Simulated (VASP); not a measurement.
# InSb (F-43m) in VASP: single point with PBE

Aim: the single point of InSb with PBE.

Program: VASP 6.6.1. These are calculated values, not measurements. Logs are shortened: lines on timing, memory, paths and dates and some standing lists are left out, and cuts for length are marked.

### Step 1. The cell of the first run

The structure is cubic, space group F-43m (No. 216). Conventional cell: a = 6.563 Å, b = 6.563 Å, c = 6.563 Å, α = 90.00°, β = 90.00°, γ = 90.00°. Within 3.7 Å of In (site symmetry -43m) lie 4 Sb at 2.84 Å. Within 3.7 Å of Sb (site symmetry -43m) lie 4 In at 2.84 Å.

### Step 2. Single point, PBE (35.34 Å³/atom)

INCAR

```
SYSTEM = InSb
PREC = Accurate ; ENCUT = 520
EDIFF = 1E-6 ; ISMEAR = -1
SIGMA = 0.03 ; LREAL = .False.
LASPH = .True. ; NELM = 80
ALGO = Normal ; ISIF = 2
LWAVE = .False. ; LCHARG = .False.
GGA = PE ; NBANDS = 16
```

KPOINTS

```
regular mesh
0
Gamma
  10 10 10
  0 0 0
```

POSCAR

```
InSb
1.0
    0.0000000000      3.2817246249      3.2817246249
    3.2817246249      0.0000000000      3.2817246249
    3.2817246249      3.2817246249      0.0000000000
In Sb
1 1
Direct
    0.0000000000      0.0000000000      0.0000000000
    0.7500000000      0.7500000000      0.7500000000
```

Potentials or basis: VASP PAW PBE potentials, release 64 (In_d, Sb).

Command:

```bash
> cat potpaw_PBE.64/In_d/POTCAR potpaw_PBE.64/Sb/POTCAR > POTCAR
> mpirun -np 1 vasp_std > vasp.out
```

OUTCAR:

```text
SYSTEM = InSb
   PREC = Accurate
   ENCUT = 520
   EDIFF = 1E-6
   ISMEAR = -1
   LREAL = .False.
   LASPH = .True.
   NELM = 80
   ISIF = 2
   GGA = PE

 ion  position               nearest neighbor table
   1  0.000  0.000  0.000-   2 2.84   2 2.84   2 2.84   2 2.84
   2  0.750  0.750  0.750-   1 2.84   1 2.84   1 2.84   1 2.84

  LATTYP: Found a face centered cubic cell.
 ALAT       =     6.5634492498

  Lattice vectors:

 A1 = (   0.0000000000,   3.2817246249,   3.2817246249)
 A2 = (   3.2817246249,   0.0000000000,   3.2817246249)
 A3 = (   3.2817246249,   3.2817246249,   0.0000000000)

Analysis of symmetry for initial positions (statically):
=====================================================================
 Subroutine PRICEL returns:
 Original cell was already a primitive cell.

 Routine SETGRP: Setting up the symmetry group for a
 face centered cubic supercell.

 Subroutine GETGRP returns: Found 24 space group operations
 (whereof 24 operations were pure point group operations)
 out of a pool of 48 trial point group operations.

The static configuration has the point symmetry T_d .

Analysis of symmetry for dynamics (positions and initial velocities):
=====================================================================
 Subroutine PRICEL returns:
 Original cell was already a primitive cell.

 Routine SETGRP: Setting up the symmetry group for a
 face centered cubic supercell.

 Subroutine GETGRP returns: Found 24 space group operations
 (whereof 24 operations were pure point group operations)
 out of a pool of 48 trial point group operations.

The dynamic configuration has the point symmetry T_d .

 Subroutine INISYM returns: Found 24 space group operations
 (whereof 24 operations are pure point group operations),
 and found     1 'primitive' translations

----------------------------------------------------------------------------------------

                                     Primitive cell

  volume of cell :      70.6865

  direct lattice vectors                    reciprocal lattice vectors
     0.000000000  3.281724625  3.281724625    -0.152358914  0.152358914  0.152358914
     3.281724625  0.000000000  3.281724625     0.152358914 -0.152358914  0.152358914
     3.281724625  3.281724625  0.000000000     0.152358914  0.152358914 -0.152358914

  length of vectors
[... 79 lines left out ...]
   LASPH  =      T    aspherical Exc in radial PAW
   ENCUT  =  520.0 eV  38.22 Ry    6.18 a.u.   8.63  8.63  8.63*2*pi/ulx,y,z
   NELM   =     80;   NELMIN=  2; NELMDL= -5     # of ELM steps
   EDIFF  = 0.1E-05   stopping-criterion for ELM
   LREAL  =      F    real-space projection
   EDIFFG = 0.1E-04   stopping-criterion for IOM
   NSW    =      0    number of steps for IOM
   IBRION =     -1    ionic relax: 0-MD 1-quasi-New 2-CG
   NFREE  =      0    steps in history (QN), initial steepest desc. (CG)
   ISIF   =      2    stress and relaxation
   ISYM   =      2    0-nonsym 1-usesym 2-fastsym
   POTIM  = 0.5000    time-step for ionic-motion
   TEBEG  =    0.0;   TEEND  =   0.0 temperature during run
   PSTRESS=    0.0 pullay stress
   NELECT =      18.0000    total number of electrons
   NUPDOWN=      -1.0000    fix difference up-down
   EMIN   =  10.00;   EMAX   =-10.00  energy-range for DOS
   EFERMI =   0.00;   METHOD = LEGACY
   ISMEAR =    -1;   SIGMA  =   0.03  broadening in eV -4-tet -1-fermi 0-gaus
   EFERMI_NEDOS =   21; number of points for ismear=-14 and -15
   IALGO  =     38    algorithm
   IMIX   =      4    mixing-type and parameters
     AMIX     =   0.40;   BMIX     =  1.00
     AMIX_MAG =   1.60;   BMIX_MAG =  1.00
  volume/ion in A,a.u.               =      35.34       238.51
  Fermi-wavevector in a.u.,A,eV,Ry     =   1.037656  1.960886 14.649809  1.076731
  Thomas-Fermi vector in A             =   2.172104
   LORBIT       =      0    0 simple, 1 ext, 2 COOP (PROOUT), +10 PAW based schemes
   GGA     = PE    functional components
   LHFCALC =     F    Hartree Fock is set to
   AEXX    =    0.0000 exact exchange contribution
   IVDW    =     0    specifies the selected vdW correction
   LEPSILON=     F    determine dielectric tensor
   LRPA    =     F    only Hartree local field effects (RPA)
 non-spin polarized calculation
  energy-cutoff  :      520.00
  volume of cell :       70.69
 maximum number of plane-waves:      1918
   NGX = 17   NGY = 17   NGZ = 17

 number of electron      18.0000000 magnetization

 Free energy of the ion-electron system (eV)
  ---------------------------------------------------
  ext. energy  EPLUGINS =         0.00000000
  ---------------------------------------------------
  free energy    TOTEN  =        -6.94303262 eV

  energy without entropy =       -6.94287827  energy(sigma->0) =       -6.94295544

 E-fermi :   4.7292     XC(G=0):  -8.5202

 val. band max:        4.7029245884   @ k =   0.0000   0.0000   0.0000
 cond. band min:       5.1746993891   @ k =   0.5000   0.0000   0.0000
 fundamental gap:      0.4717748007
 Fermi energy:         4.7291862821

 k-point     1 :       0.0000    0.0000    0.0000
  band No.  band energies     occupation
      1      -9.8239      2.00000
      2      -9.8239      2.00000
      3      -9.8239      2.00000
      4      -9.7492      2.00000
      5      -9.7492      2.00000
      6      -5.7742      2.00000
[... 433 lines left out ...]
      3      -9.7946      2.00000
      4      -9.7605      2.00000
      5      -9.7432      2.00000
      6      -4.4947      2.00000
[... 8 lines left out ...]
     15      14.2153      0.00000
     16      14.6188      0.00000

 [... further k-points ...]

------------------------ aborting loop because EDIFF is reached ----------------------------------------

  FORCE on cell =-STRESS in cart. coord.  units (eV):
  Direction    XX          YY          ZZ          XY          YZ          ZX
  --------------------------------------------------------------------------------------
  -------------------------------------------------------------------------------------
  Total        0.5603304      0.5603304      0.5603304      0.0000000      0.0000000      0.0000000
  in kB       12.7004274     12.7004274     12.7004274      0.0000000      0.0000000      0.0000000
  external PRESSURE =      12.7004274 kB  Pullay stress =       0.0000000 kB

 VOLUME and BASIS-vectors are now :
 -----------------------------------------------------------------------------
  energy-cutoff  :      520.00
  volume of cell :       70.69
      direct lattice vectors                 reciprocal lattice vectors
     0.000000000  3.281724625  3.281724625    -0.152358914  0.152358914  0.152358914
     3.281724625  0.000000000  3.281724625     0.152358914 -0.152358914  0.152358914
     3.281724625  3.281724625  0.000000000     0.152358914  0.152358914 -0.152358914

 POSITION                                       TOTAL-FORCE (eV/Angst)
 -----------------------------------------------------------------------------------
      0.00000      0.00000      0.00000         0.000000      0.000000      0.000000
      4.92259      4.92259      4.92259        -0.000000     -0.000000     -0.000000
 -----------------------------------------------------------------------------------
    total drift:                                0.000000      0.000000      0.000000

  FREE ENERGIE OF THE ION-ELECTRON SYSTEM (eV)
  ---------------------------------------------------
  free  energy   TOTEN  =        -6.9430326160 eV

  energy  without entropy=       -6.9428782680  energy(sigma->0) =       -6.94295544
```

OSZICAR:

```text
N       E                     dE             d eps       ncg     rms          rms(c)
DAV:   1     0.113724978979E+03    0.11372E+03   -0.78166E+03  1504   0.110E+03
DAV:   2     0.326843920952E+00   -0.11340E+03   -0.10990E+03  1712   0.283E+02
DAV:   3    -0.683445963780E+01   -0.71613E+01   -0.71402E+01  1936   0.727E+01
DAV:   4    -0.703428257907E+01   -0.19982E+00   -0.19979E+00  1896   0.141E+01
DAV:   5    -0.704565128047E+01   -0.11369E-01   -0.11369E-01  2272   0.272E+00    0.392E+00
DAV:   6    -0.695288341676E+01    0.92768E-01   -0.15118E-01  2200   0.574E+00    0.227E+00
DAV:   7    -0.694119078676E+01    0.11693E-01   -0.64266E-02  2024   0.230E+00    0.604E-01
DAV:   8    -0.694229117617E+01   -0.11004E-02   -0.73214E-03  1952   0.961E-01    0.232E-01
DAV:   9    -0.694293189529E+01   -0.64072E-03   -0.89581E-04  1824   0.254E-01    0.727E-02
DAV:  10    -0.694298649823E+01   -0.54603E-04   -0.49823E-05  2072   0.467E-02    0.350E-02
DAV:  11    -0.694303074789E+01   -0.44250E-04   -0.78531E-05  1704   0.554E-02    0.224E-02
DAV:  12    -0.694303205574E+01   -0.13078E-05   -0.12215E-06  1784   0.752E-03    0.650E-03
DAV:  13    -0.694303261603E+01   -0.56029E-06   -0.15257E-06  1712   0.704E-03
   1 F= -.69430326E+01 E0= -.69429554E+01  d E =-.154348E-03
```

Run time: 49 s. Hardware: 1 thread of Intel Xeon 8259CL, shared host; peak memory 0.23 GiB.

What came out:

* Free energy: -6.9430 eV
* Pressure: 1.3 GPa
* Band gap on the k mesh: zero (filled and empty bands touch)

Caveat: semilocal functionals underestimate gaps, so a narrow gap can read as zero; spin-orbit coupling is left out, which moves the levels of the heavy elements.
